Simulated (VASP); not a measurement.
A run of VASP 6.6.1 is set up as follows.

Contents of INCAR:

```
SYSTEM = Ga
PREC     = Accurate       ! precision mode
ENCUT    = 400            ! plane-wave cutoff, eV
EDIFF    = 1E-6           ! SCF threshold, eV
ISMEAR   = -1             ! smearing method
SIGMA    = 0.05           ! smearing width, eV
LREAL    = .False.        ! projectors in reciprocal space
LASPH    = .True.         ! aspherical terms in the spheres
NELM     = 120            ! most SCF steps
ALGO     = Normal         ! electronic algorithm
ISIF     = 2              ! what is computed and relaxed
LWAVE    = .False.        ! write WAVECAR
LCHARG   = .False.        ! write CHGCAR
GGA      = PS             ! functional
NBANDS   = 20             ! bands
GGA_COMPAT= .False.
```

Contents of KPOINTS:

```
Automatic mesh
0
Gamma
  8 8 7
  0 0 0
```

POSCAR

```
Ga
1.0
    1.4500000000     -4.0650000000      0.0000000000
    1.4500000000      4.0650000000      0.0000000000
    0.0000000000      0.0000000000      3.1700000000
Ga
2
Direct
    0.8626298893      0.1373701107      0.7500000000
    0.1373701107      0.8626298893      0.7500000000
```

Potentials or basis: VASP PAW PBE potentials, release 64 (Ga_d).

Run with:

```sh
$ cat potpaw_PBE.64/Ga_d/POTCAR > POTCAR
$ mpirun -np 1 vasp_std > vasp.out
```

Task: Predict the largest force.

Result: 0.007 eV/Å.

Task: Predict the band gap on the k mesh.

Result: Zero (band 13 reaches 10.36 eV, above the bottom of band 14 at 3.77 eV).

Task: What does it give for the pressure?

Result: 11.5 GPa.

Forces in eV/Å, atoms in the order of the input:
```
Ga   0.000 -0.007  0.000
Ga   0.000  0.007  0.000
```

Caveat: the PAW data sets were made with another functional, which shifts forces and pressure a little.
